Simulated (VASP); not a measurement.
## Re: single point with PBEsol

Re:

```
CELL_PARAMETERS angstrom
0.00000 2.09350 1.97500
1.85650 0.00000 1.97500
1.85650 2.09350 0.00000
ATOMIC_POSITIONS crystal
Re 0.00000 0.00000 0.00000
```

This cell differs from its parent crystal: strain -0.0600 x Voigt [1, -1, 0, 0, 0, 0].

```
Program             : VASP 6.6.1
Task                : single point
Functional          : PBEsol
Potentials or basis : VASP PAW PBE potentials, release 64 (Re)
Cutoff              : 520 eV
k mesh              : 20 × 20 × 20
Occupations         : gaussian, width 0.15 eV
Spin                : no spin polarisation
```

```
Pressure : -16.5 GPa
```

Stress tensor (GPa, compression positive):
```
 -4.09   0.00   0.00
  0.00 -31.72   0.00
  0.00   0.00 -13.62
```

Levels at points of the mesh, in eV from the Fermi level:
```csv
k point,band 1,band 2,band 3,band 4,band 5,band 6
"(0.00, 0.00, 0.00)",-9.91,-2.62,-1.73,-0.97,0.07,1.98
"(0.50, 0.00, 0.00)",-6.63,-2.78,-1.24,0.13,3.08,3.93
"(0.50, 0.50, 0.00)",-6.54,-5.53,2.56,3.11,3.30,5.04
"(0.50, 0.00, 0.50)",-6.61,-5.56,1.42,3.51,3.79,4.45
"(0.00, 0.50, 0.50)",-6.47,-5.77,3.38,3.71,3.89,4.76
```

Run time: 83 s on 1 thread of Intel(R) Xeon(R) 6975P-C (Granite Rapids), with other jobs on the host, peak memory 0.29 GiB.

Caveat: the cell differs from its parent crystal (strain -0.0600 x Voigt [1, -1, 0, 0, 0, 0]); the PAW data sets were made with another functional, which shifts forces and pressure a little; spin-orbit coupling is left out, which moves the levels of the heavy elements.
